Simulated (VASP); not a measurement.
# Al4N5 in VASP: notebook

Al4N5 is run at these levels: PBE; tasks: single point.

Everything below comes from runs of VASP 6.6.1. Logs are shortened: lines on timing, memory, paths and dates and some standing lists are left out, and cuts for length are marked.

### 1 The cell of the first run

The cell holds a slab with vacuum, 9 atoms: a = 3.130 Å, b = 5.017 Å, c = 19.062 Å, α = 90.00°, β = 90.00°, γ = 90.00°.

### 2 Single point, PBE, collinear spin

File INCAR:

```
ALGO     = Normal         # electronic algorithm
DIPOL    = 0.5 0.5 0.321
EDIFF    = 1E-6           # SCF threshold, eV
ENCUT    = 520            # plane-wave cutoff, eV
GGA      = PE             # functional
GGA_COMPAT= F            
IDIPOL   = 3            
ISIF     = 2              # what is computed and relaxed
ISMEAR   = 0              # smearing method
ISPIN    = 2              # spin polarisation
LASPH    = T              # aspherical terms in the spheres
LCHARG   = F              # write CHGCAR
LDIPOL   = T            
LORBIT   = 11             # projections on sites
LREAL    = F              # projectors in reciprocal space
LWAVE    = F              # write WAVECAR
MAGMOM   = 0 0 0 0 0 0 0 0 3 # initial moments
NBANDS   = 32             # bands
NELM     = 200            # most SCF steps
NELMDL   = -8           
PREC     = Accurate       # precision mode
SIGMA    = 0.05           # smearing width, eV
```

File KPOINTS:

```
k-points
0
Gamma
  9 6 1
```

File POSCAR:

```
Al4N5
1.0
    3.1297683445      0.0000000000      0.0000000000
    0.0000000000      5.0173032419      0.0000000000
    0.0000000000      0.0000000000     19.0620320396
Al N
4 5
Direct
    0.0000000000      0.9982714950      0.2098412169
    0.5000000000      0.4982714950      0.2572383830
    0.5000000000      0.9915197257      0.3577010219
    0.0000000000      0.4624332462      0.3868097530
    0.0000000000      0.6167285050      0.2098412169
    0.5000000000      0.1167285050      0.2572383830
    0.5000000000      0.6143669392      0.3564124135
    0.0000000000      0.1112303975      0.3967065014
    0.3333333333      0.2778970642      0.4532196912
```

Potentials or basis: VASP PAW PBE potentials, release 64 (Al, N).

On the command line:

```sh
$ cat potpaw_PBE.64/Al/POTCAR potpaw_PBE.64/N/POTCAR > POTCAR
$ mpirun -np 1 vasp_std > vasp.out
```

OUTCAR:

```text
EDIFF = 1E-6
   ENCUT = 520
   GGA = PE
   ISIF = 2
   ISMEAR = 0
   ISPIN = 2
   LASPH = T
   LORBIT = 11
   LREAL = F
   NELM = 200
   NELMDL = -8
   PREC = Accurate

 ion  position               nearest neighbor table
   1  0.000  0.998  0.210-   6 1.90   6 1.90   5 1.91   2 3.09   2 3.09   2 3.09   2 3.09   3 3.22
                             3 3.22
   2  0.500  0.498  0.257-   5 1.90   5 1.90   6 1.91   7 1.98   4 2.93   4 2.93   1 3.09   1 3.09
                             1 3.09   1 3.09   3 3.13   3 3.18
   3  0.500  0.992  0.358-   8 1.83   8 1.83   7 1.89   6 2.02   9 2.38   4 2.89   4 2.89   2 3.13
                             4 3.13   4 3.13   2 3.18   1 3.22   1 3.22
   4  0.000  0.462  0.387-   8 1.77   7 1.83   7 1.83   9 1.88   3 2.89   3 2.89   2 2.93   2 2.93
                             3 3.13   3 3.13
   5  0.000  0.617  0.210-   2 1.90   2 1.90   1 1.91
   6  0.500  0.117  0.257-   1 1.90   1 1.90   2 1.91   3 2.02
   7  0.500  0.614  0.356-   4 1.83   4 1.83   3 1.89   2 1.98
   8  0.000  0.111  0.397-   9 1.72   4 1.77   3 1.83   3 1.83
   9  0.333  0.278  0.453-   8 1.72   4 1.88   3 2.38

  LATTYP: Found a simple orthorhombic cell.
 ALAT       =     3.1297683445
 B/A-ratio  =     1.6030909287
 C/A-ratio  =     6.0905568532

  Lattice vectors:

 A1 = (   3.1297683445,   0.0000000000,   0.0000000000)
 A2 = (   0.0000000000,   5.0173032419,   0.0000000000)
 A3 = (   0.0000000000,   0.0000000000,  19.0620320396)

Analysis of symmetry for initial positions (statically):
=====================================================================
 Subroutine PRICEL returns:
 Original cell was already a primitive cell.

 Routine SETGRP: Setting up the symmetry group for a
 simple orthorhombic supercell.

 Subroutine GETGRP returns: Found  1 space group operations
 (whereof  1 operations were pure point group operations)
 out of a pool of  8 trial point group operations.

The static configuration has the point symmetry C_1 .

Analysis of symmetry for dynamics (positions and initial velocities):
=====================================================================
 Subroutine PRICEL returns:
 Original cell was already a primitive cell.

 Routine SETGRP: Setting up the symmetry group for a
 simple orthorhombic supercell.

 Subroutine GETGRP returns: Found  1 space group operations
 (whereof  1 operations were pure point group operations)
 out of a pool of  8 trial point group operations.

The dynamic configuration has the point symmetry C_1 .

Analysis of structural, dynamic, and magnetic symmetry:
=====================================================================
 Subroutine PRICEL returns:
 Original cell was already a primitive cell.

 Routine SETGRP: Setting up the symmetry group for a
 simple orthorhombic supercell.

 Subroutine GETGRP returns: Found  1 space group operations
 (whereof  1 operations were pure point group operations)
 out of a pool of  8 trial point group operations.

The overall configuration has the point symmetry C_1 .

 Subroutine INISYM returns: Found  1 space group operations
 (whereof  1 operations are pure point group operations),
 and found     1 'primitive' translations

----------------------------------------------------------------------------------------

                                     Primitive cell

  volume of cell :     299.3310

  direct lattice vectors                    reciprocal lattice vectors
     3.129768344  0.000000000  0.000000000     0.319512465  0.000000000  0.000000000
     0.000000000  5.017303242  0.000000000     0.000000000  0.199310257  0.000000000
     0.000000000  0.000000000 19.062032040     0.000000000  0.000000000  0.052460304

  length of vectors
     3.129768344  5.017303242 19.062032040     0.319512465  0.199310257  0.052460304

  position of ions in fractional coordinates (direct lattice)
     0.000000000  0.998271495  0.209841217
     0.500000000  0.498271495  0.257238383
     0.500000000  0.991519726  0.357701022
     0.000000000  0.462433246  0.386809753
     0.000000000  0.616728505  0.209841217
     0.500000000  0.116728505  0.257238383
     0.500000000  0.614366939  0.356412414
     0.000000000  0.111230398  0.396706501
     0.333333333  0.277897064  0.453219691

  ion indices of the primitive-cell ions
   primitive index   ion index
                 1           1
                 2           2
                 3           3
                 4           4
                 5           5
                 6           6
                 7           7
                 8           8
                 9           9

[... 29 lines left out ...]
  0.111111  0.000000  0.000000      2.000000
  0.222222  0.000000  0.000000      2.000000
  0.333333  0.000000  0.000000      2.000000
  0.444444  0.000000  0.000000      2.000000
  0.000000  0.166667  0.000000      2.000000
[... 16 lines left out ...]
  0.444444 -0.333333  0.000000      2.000000
  0.000000  0.500000  0.000000      1.000000
 [... further k-points ...]
   k-points           NKPTS =     28   k-points in BZ     NKDIM =     28   number of bands    NBANDS=     32
   number of dos      NEDOS =    301   number of ions     NIONS =      9
   total plane-waves  NPLWV = 138240
   dimension x,y,z NGX =    24 NGY =   40 NGZ =  144
   dimension x,y,z NGXF=    48 NGYF=   80 NGZF=  288
   ions per type =               4   5
   NGX,Y,Z   is equivalent  to a cutoff of  12.75, 13.25, 12.56 a.u.
   NGXF,Y,Z  is equivalent  to a cutoff of  25.50, 26.51, 25.12 a.u.
 SYSTEM =  unknown system
   PREC   = accura    normal or accurate (medium, high low for compatibility)
   ISTART =      0    job   : 0-new  1-cont  2-samecut
   ICHARG =      2    charge: 1-file 2-atom 10-const
   ISPIN  =      2    spin polarized calculation?
   LNONCOLLINEAR =      F non collinear calculations
   LSORBIT =      F    spin-orbit coupling
   LASPH  =      T    aspherical Exc in radial PAW
   ENCUT  =  520.0 eV  38.22 Ry    6.18 a.u.   5.82  9.33 35.44*2*pi/ulx,y,z
   NELM   =    200;   NELMIN=  2; NELMDL= -8     # of ELM steps
   EDIFF  = 0.1E-05   stopping-criterion for ELM
   LREAL  =      F    real-space projection
   EDIFFG = 0.1E-04   stopping-criterion for IOM
   NSW    =      0    number of steps for IOM
   IBRION =     -1    ionic relax: 0-MD 1-quasi-New 2-CG
   NFREE  =      0    steps in history (QN), initial steepest desc. (CG)
   ISIF   =      2    stress and relaxation
   ISYM   =      2    0-nonsym 1-usesym 2-fastsym
   POTIM  = 0.5000    time-step for ionic-motion
   TEBEG  =    0.0;   TEEND  =   0.0 temperature during run
   PSTRESS=    0.0 pullay stress
   NELECT =      37.0000    total number of electrons
   NUPDOWN=      -1.0000    fix difference up-down
   EMIN   =  10.00;   EMAX   =-10.00  energy-range for DOS
   EFERMI =   0.00;   METHOD = LEGACY
   ISMEAR =     0;   SIGMA  =   0.05  broadening in eV -4-tet -1-fermi 0-gaus
   EFERMI_NEDOS =   21; number of points for ismear=-14 and -15
   IALGO  =     38    algorithm
   IMIX   =      4    mixing-type and parameters
     AMIX     =   0.40;   BMIX     =  1.00
     AMIX_MAG =   1.60;   BMIX_MAG =  1.00
  volume/ion in A,a.u.               =      33.26       224.44
  Fermi-wavevector in a.u.,A,eV,Ry     =   0.815502  1.541075  9.048458  0.665043
  Thomas-Fermi vector in A             =   1.925601
   LORBIT       =     11    0 simple, 1 ext, 2 COOP (PROOUT), +10 PAW based schemes
   GGA     = PE    functional components
   LHFCALC =     F    Hartree Fock is set to
   AEXX    =    0.0000 exact exchange contribution
   IVDW    =     0    specifies the selected vdW correction
   LEPSILON=     F    determine dielectric tensor
   LRPA    =     F    only Hartree local field effects (RPA)
 spin polarized calculation
 Gauss-broadening in eV      SIGMA  =   0.05
  energy-cutoff  :      520.00
  volume of cell :      299.33
 maximum number of plane-waves:      8106
 NGX is ok and might be reduce to    24
   NGX = 11   NGY = 19   NGZ = 71

 number of electron      36.9999997 magnetization       0.9999866

 dipolmoment           0.000000      0.000000      0.203640 electrons x Angstroem

 Free energy of the ion-electron system (eV)
  ---------------------------------------------------
  ext. energy  EPLUGINS =         0.00000000
  ---------------------------------------------------
  free energy    TOTEN  =       -59.03465738 eV

  energy without entropy =      -59.03465738  energy(sigma->0) =      -59.03465738

 E-fermi :  -1.1310     XC(G=0):  -4.2092

 val. band max:       -1.3887711301   @ k =   0.3333   0.3333   0.0000
 cond. band min:      -0.8240240372   @ k =   0.0000   0.0000   0.0000
 fundamental gap:      0.5647470929
 Fermi energy:        -1.1309831585

 spin component 1

 k-point     1 :       0.0000    0.0000    0.0000
  band No.  band energies     occupation
      1     -18.9412      1.00000
      2     -17.0135      1.00000
      3     -16.1205      1.00000
      4     -14.5850      1.00000
      5     -13.2742      1.00000
      6      -8.3292      1.00000
[... 781 lines left out ...]
     29       5.7814      0.00000
     30       5.9978      0.00000

 [... further k-points ...]

 spin component 2

 k-point     1 :       0.0000    0.0000    0.0000
  band No.  band energies     occupation
      1     -18.6010      1.00000
      2     -16.9455      1.00000
      3     -16.0493      1.00000
      4     -14.5667      1.00000
      5     -12.5529      1.00000
      6      -8.2515      1.00000
[... 781 lines left out ...]
     29       5.7434      0.00000
     30       6.0663      0.00000

 [... further k-points ...]

 [bands above 30 left out]

------------------------ aborting loop because EDIFF is reached ----------------------------------------

 vacuum level on the upper side and lower side of the slab       (xc-potential included)         0.968        -1.303

  FORCE on cell =-STRESS in cart. coord.  units (eV):
  Direction    XX          YY          ZZ          XY          YZ          ZX
  --------------------------------------------------------------------------------------
  -------------------------------------------------------------------------------------
  Total        3.5026099      1.8909937     -2.4833237     -2.3139603     -1.4882985     -4.1152098
  in kB       18.7478131     10.1215944    -13.2920566    -12.3855344     -7.9661573    -22.0267705
  external PRESSURE =       5.1924503 kB  Pullay stress =       0.0000000 kB

 VOLUME and BASIS-vectors are now :
 -----------------------------------------------------------------------------
  energy-cutoff  :      520.00
  volume of cell :      299.33
      direct lattice vectors                 reciprocal lattice vectors
     3.129768344  0.000000000  0.000000000     0.319512465  0.000000000  0.000000000
     0.000000000  5.017303242  0.000000000     0.000000000  0.199310257  0.000000000
     0.000000000  0.000000000 19.062032040     0.000000000  0.000000000  0.052460304

 POSITION                                       TOTAL-FORCE (eV/Angst)
 -----------------------------------------------------------------------------------
      0.00000      5.00863      4.00000         0.001195     -1.755380      2.117478
      1.56488      2.49998      4.90349         0.041529      1.157507     -1.651378
      1.56488      4.97476      6.81851         0.116891     -1.006331     -0.155474
      0.00000      2.32017      7.37338        -0.401829      2.274143      1.682903
      0.00000      3.09431      4.00000         0.014387      0.730014      0.609239
      1.56488      0.58566      4.90349         0.126277      0.188702     -0.607259
      1.56488      3.08247      6.79394         0.531968      0.741512     -1.860698
      0.00000      0.55808      7.56203         2.534022     -1.113385     -0.181751
      1.04326      1.39429      8.63929        -2.964440     -1.216782      0.046940
 -----------------------------------------------------------------------------------
    total drift:                                0.000065     -0.000621      0.000027

  FREE ENERGIE OF THE ION-ELECTRON SYSTEM (eV)
  ---------------------------------------------------
  free  energy   TOTEN  =       -59.0346573823 eV

  energy  without entropy=      -59.0346573823  energy(sigma->0) =      -59.03465738

 vacuum level on the upper side and lower side of the slab         4.911         2.583

 total charge

# of ion       s       p       d       tot
------------------------------------------
    1        0.385   0.366   0.000   0.751
    2        0.367   0.422   0.000   0.789
    3        0.364   0.423   0.000   0.788
    4        0.383   0.485   0.000   0.868
    5        1.234   2.482   0.000   3.716
    6        1.233   2.569   0.000   3.802
    7        1.233   2.634   0.000   3.867
    8        1.248   2.567   0.000   3.815
    9        1.342   2.145   0.000   3.488
--------------------------------------------------
tot          7.788  14.094   0.000  21.882

 magnetization (x)

# of ion       s       p       d       tot
------------------------------------------
    1        0.000   0.001   0.000   0.001
    2        0.000   0.001   0.000   0.001
    3        0.005   0.005   0.000   0.010
    4       -0.002  -0.003   0.000  -0.004
    5        0.000   0.006   0.000   0.006
    6        0.001   0.003   0.000   0.004
    7        0.003   0.036   0.000   0.039
    8        0.003   0.070   0.000   0.072
    9        0.014   0.538   0.000   0.551
--------------------------------------------------
tot          0.025   0.656   0.000   0.681
```

Run time: 7.1 min. Hardware: 1 thread of Intel Xeon 6975P-C (Granite Rapids), shared host; peak memory 0.7 GiB.

Results:

- Free energy: -59.0347 eV
- Largest force: 3.205 eV/Å
- Band gap on the k mesh: 0.56 eV (least direct gap 0.85 eV)
- Net moment: 1.00 μB per cell
- Site moments: Al +0.00, +0.01, -0.00 (each value once); N +0.01, +0.00, +0.04, +0.07, +0.55 μB
- Valence electrons inside the program's atomic spheres: Al 0.75, 0.79, 0.87 (each value once); N 3.72, 3.80, 3.87, 3.81, 3.49

Forces in eV/Å, atoms in the order of the input:
```
Al   0.001 -1.755  2.117
Al   0.042  1.158 -1.651
Al   0.117 -1.006 -0.155
Al  -0.402  2.274  1.683
N    0.014  0.730  0.609
N    0.126  0.189 -0.607
N    0.532  0.742 -1.861
N    2.534 -1.113 -0.182
N   -2.964 -1.217  0.047
```

Levels at points of the mesh, in eV from the valence-band top:
Spin up:
| k point | band 17 | band 18 | band 19 | band 20 | band 21 | band 22 |
| --- | --- | --- | --- | --- | --- | --- |
| (0.00, 0.00, 0.00) | -1.21 | -1.00 | -0.29 | 0.56 | 2.85 | 3.56 |
| (0.00, 0.50, 0.00) | -1.35 | -1.20 | -0.46 | 0.86 | 2.92 | 4.13 |
Spin down:
| k point | band 15 | band 16 | band 17 | band 18 | band 19 | band 20 | band 21 | band 22 |
| --- | --- | --- | --- | --- | --- | --- | --- | --- |
| (0.00, 0.00, 0.00) | -2.07 | -1.20 | -0.99 | -0.36 | 0.59 | 0.96 | 3.23 | 3.61 |
| (0.00, 0.50, 0.00) | -2.13 | -1.37 | -1.19 | -0.51 | 0.81 | 1.00 | 3.26 | 4.18 |

Caveat: semilocal functionals underestimate gaps, and a narrow one can read as zero.

### 3 Single point, PBE, collinear spin

File INCAR:

```
SYSTEM = Al4N5
PREC     = Accurate       ! precision mode
ENCUT    = 520            ! plane-wave cutoff, eV
EDIFF    = 1E-6           ! SCF threshold, eV
ISMEAR   = 0              ! smearing method
SIGMA    = 0.05           ! smearing width, eV
LREAL    = .FALSE.        ! projectors in reciprocal space
LASPH    = .TRUE.         ! aspherical terms in the spheres
NELM     = 200            ! most SCF steps
ALGO     = Normal         ! electronic algorithm
ISIF     = 2              ! what is computed and relaxed
LWAVE    = .FALSE.        ! write WAVECAR
LCHARG   = .FALSE.        ! write CHGCAR
ISPIN    = 2              ! spin polarisation
MAGMOM   = 0 0 0 0 0 0 0 0 3 ! initial moments
LORBIT   = 11             ! projections on sites
LDIPOL   = .TRUE.       
IDIPOL   = 3            
DIPOL    = 0.5 0.5 0.324
GGA      = PE             ! functional
NBANDS   = 32             ! bands
GGA_COMPAT= .FALSE.      
NELMDL   = -8
```

File KPOINTS:

```
Automatic mesh
0
G
  9 6 1
  0 0 0
```

Edit POSCAR of step 2 so:

```diff
@@ -16,2 +16,2 @@
     0.0000000000      0.1112303975      0.3967065014
-    0.3333333333      0.2778970642      0.4532196912
+    0.3333333333      0.6112303975      0.4859995145
```

Potentials or basis: VASP PAW PBE potentials, release 64 (Al, N).

On the command line:

```sh
$ cat potpaw_PBE.64/Al/POTCAR potpaw_PBE.64/N/POTCAR > POTCAR
$ mpirun -np 1 vasp_std > vasp.out
```

OUTCAR:

```text
SYSTEM = Al4N5
   PREC = Accurate
   ENCUT = 520
   EDIFF = 1E-6
   ISMEAR = 0
   LREAL = .FALSE.
   LASPH = .TRUE.
   NELM = 200
   ISIF = 2
   ISPIN = 2
   LORBIT = 11
   GGA = PE
   NELMDL = -8

 ion  position               nearest neighbor table
   1  0.000  0.998  0.210-   6 1.90   6 1.90   5 1.91   2 3.09   2 3.09   2 3.09   2 3.09   3 3.22
                             3 3.22
   2  0.500  0.498  0.257-   5 1.90   5 1.90   6 1.91   7 1.98   4 2.93   4 2.93   1 3.09   1 3.09
                             1 3.09   1 3.09   3 3.13   3 3.18
   3  0.500  0.992  0.358-   8 1.83   8 1.83   7 1.89   6 2.02   4 2.89   4 2.89   2 3.13   4 3.13
                             4 3.13   2 3.18   1 3.22   1 3.22
   4  0.000  0.462  0.387-   8 1.77   7 1.83   7 1.83   9 2.28   3 2.89   3 2.89   2 2.93   2 2.93
                             3 3.13   3 3.13
   5  0.000  0.617  0.210-   2 1.90   2 1.90   1 1.91
   6  0.500  0.117  0.257-   1 1.90   1 1.90   2 1.91   3 2.02
   7  0.500  0.614  0.356-   4 1.83   4 1.83   3 1.89   2 1.98
   8  0.000  0.111  0.397-   4 1.77   3 1.83   3 1.83
[... 1854 lines left out ...]
    total drift:                                0.000114     -0.000592     -0.000016

  FREE ENERGIE OF THE ION-ELECTRON SYSTEM (eV)
  ---------------------------------------------------
  free  energy   TOTEN  =       -58.4742970716 eV

  energy  without entropy=      -58.4738374477  energy(sigma->0) =      -58.47406726

 vacuum level on the upper side and lower side of the slab         4.678         2.742

 total charge

# of ion       s       p       d       tot
------------------------------------------
    1        0.388   0.366   0.000   0.754
    2        0.368   0.420   0.000   0.788
    3        0.371   0.437   0.000   0.809
    4        0.389   0.451   0.000   0.840
    5        1.236   2.480   0.000   3.716
    6        1.236   2.564   0.000   3.800
    7        1.237   2.626   0.000   3.863
    8        1.243   2.570   0.000   3.813
    9        1.353   1.971   0.000   3.324
--------------------------------------------------
tot          7.822  13.887   0.000  21.708

 magnetization (x)

# of ion       s       p       d       tot
------------------------------------------
    1        0.001   0.002   0.000   0.002
    2        0.001   0.005   0.000   0.007
    3       -0.000   0.002   0.000   0.002
    4       -0.005  -0.003   0.000  -0.008
    5        0.001   0.039   0.000   0.041
    6        0.001   0.010   0.000   0.011
    7        0.008   0.101   0.000   0.109
    8        0.010   0.131   0.000   0.141
    9        0.039   1.674   0.000   1.713
--------------------------------------------------
tot          0.056   1.961   0.000   2.018
```

Wall time 8.4 min (1 thread of Intel Xeon 6975P-C (Granite Rapids), shared host); peak memory 0.69 GiB.

Results:

```yaml
Free_energy: -58.4743 eV
Largest_force: 2.790 eV/Å
Band_gap_on_the_k_mesh: 0.10 eV (least direct gap 0.14 eV)
Net_moment: 3.00 μB per cell
Site_moments: Al +0.00, +0.01, -0.01 (each value once); N +0.04, +0.01, +0.11, +0.14, +1.71 μB
Valence_electrons_inside_the_program's_atomic_spheres: Al 0.75, 0.79, 0.81, 0.84; N 3.72, 3.80, 3.86, 3.81, 3.32
```

Forces in eV/Å, atoms in the order of the input:
```
Al  -0.001 -1.609  2.279
Al  -0.001  0.827 -1.674
Al  -0.006 -0.328  0.309
Al   0.179  0.763  1.697
N    0.003  0.748  0.655
N    0.001  0.122 -1.175
N    0.224 -0.034 -1.482
N   -0.048 -0.267 -0.623
N   -0.351 -0.221  0.013
```

Caveat: semilocal functionals underestimate gaps, and a narrow one can read as zero.
